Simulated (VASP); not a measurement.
CdS (distorted wurtzite): one PBEsol single-point calculation in two programs

```xyz
4
Lattice="4.1852 0.0290 -0.0783 -2.0674 3.6955 0.0455 -0.1273 0.0119 6.9114" Properties=species:S:1:pos:R:3 pbc="T T T"
Cd   -0.0459    2.3086    0.1536
Cd    2.0463    1.3352    3.3475
S    -0.0533    2.2617    2.5124
S     2.0390    1.2355    5.8513
```

Each program uses its own PAW datasets. VASP's cell holds 36 valence electrons and Ansatz's 52. Ansatz's stress includes a Pulay correction; VASP's doesn't.

Cutoffs: 520 eV in VASP, 420 eV in Ansatz. k meshes: 6×6×4 and 6×6×4.

```tsv
	VASP	Ansatz
gap between bands v and c on the k mesh	0.75 eV	0.75 eV
least direct gap on the k mesh	0.75 eV	0.75 eV
pressure	-1.7 GPa	-2.1 GPa
largest force	1.88 eV/Å	1.84 eV/Å
```

Forces (eV/Å), VASP:

| atom | Fx | Fy | Fz |
| --- | --- | --- | --- |
| Cd | 0.325 | 0.186 | -1.846 |
| Cd | 0.127 | -0.649 | 0.358 |
| S | -0.075 | 0.774 | 0.755 |
| S | -0.376 | -0.312 | 0.732 |

Ansatz:

| atom | Fx | Fy | Fz |
| --- | --- | --- | --- |
| Cd | 0.312 | 0.175 | -1.801 |
| Cd | 0.122 | -0.623 | 0.356 |
| S | -0.071 | 0.746 | 0.725 |
| S | -0.363 | -0.298 | 0.721 |

VASP's potentials hold 36 valence electrons a cell and Ansatz's 52, so a difference between the two programs can come from the potentials and not from the codes.
